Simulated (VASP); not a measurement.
The system is Ir.

```
CELL_PARAMETERS angstrom
0.00000 1.91970 1.91970
1.91970 0.00000 1.91970
1.91970 1.91970 0.00000
ATOMIC_POSITIONS crystal
Ir 0.00000 0.00000 0.00000
```

```yaml
Program: VASP 6.6.1
Task: relaxation of cell and atoms
Functional: PBE
Potentials_or_basis: VASP PAW PBE potentials, release 64 (Ir)
Cutoff: 600 eV
k_mesh: 14 × 14 × 14
Occupations: fermi-dirac, width 0.05 eV
Spin: collinear spin, ferromagnetic start
Starting_moments: "[1.0] μB"
```

At the start: pressure 9.9 GPa; volume 14.15 Å³/atom.

Where does the relaxation end?

Over 4 steps the energy falls by 11.5 meV/atom and the volume is 14.53 Å³/atom (+2.7 %); space group Fm-3m (No. 225, to 0.05 Å); moment 0.00 μB per cell.

Step by step:
```
step  energy change (eV)  largest force (eV/Å)  pressure (GPa)  volume (Å³)
   1              0.0000                0.0000            9.94        14.15
   2              0.1250                0.0000          -26.44        16.02
   3             -0.0115                0.0000           -0.39        14.55
   4             -0.0115                0.0000           -0.05        14.53
```

Final structure:
```
CELL_PARAMETERS angstrom
0.00000 1.93687 1.93687
1.93687 0.00000 1.93687
1.93687 1.93687 0.00000
ATOMIC_POSITIONS crystal
Ir 0.00000 0.00000 0.00000
```
